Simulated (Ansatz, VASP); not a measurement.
# MnAs: VASP and Ansatz over several settings

```
As Mn
1.0
     3.71000    0.00000    0.00000
    -1.85500    3.21295    0.00000
     0.00000    0.00000    5.69100
As Mn
2 2
Direct
  0.66667 0.33333 0.75000
  0.33333 0.66667 0.25000
  0.00000 0.00000 0.50000
  0.00000 0.00000 0.00000
```

Single points on this cell with VASP 6.6.1 and Ansatz 0.2.0. Each row is one pair of runs. Alike in all rows: smearing: fermi-dirac, width 0.05 eV; VASP's potentials, cutoff: VASP PAW PBE potentials, release 64 (As, Mn_pv), 520 eV; Ansatz's potentials, cutoff: Ansatz PAW, 420 eV.

| level | spin | k mesh | gap on the k mesh at the Fermi level (eV), VASP | gap on the k mesh at the Fermi level (eV), Ansatz | pressure (GPa), VASP | pressure (GPa), Ansatz | net moment per atom (μB), VASP | net moment per atom (μB), Ansatz |
| --- | --- | --- | --- | --- | --- | --- | --- | --- |
| PBE | off | 8 × 8 × 5 | none | none | -19.1 | -19.3 | - | - |
| PBE | collinear, typed start | 8 × 8 × 5 | none | none | -3.4 | -3.5 | 1.57 | 1.57 |
| PBE-based screened hybrid | collinear, typed start | 4 × 4 × 3 | none | none | 4.4 | 4.3 | 1.86 | 1.86 |
| PBE | collinear, typed start | 7 × 7 × 4 | none | ? | -3.0 | ? | 1.58 | ? |

**Question.** Fill in what Ansatz gave in row 4.

**Answer.** gap on the k mesh at the Fermi level (eV): none; pressure (GPa): -3.2; net moment per atom (μB): 1.58.

VASP's potentials hold 36 valence electrons a cell and Ansatz's 60, so a difference there can come from the potentials and not from the codes.

A gap of «none» marks a metal or a gap that the smearing closes.

The k mesh is coarse in some rows, so the values compare programs but aren't converged. Noted on Ansatz's runs: the magnetic or orbital state may not be the lowest.
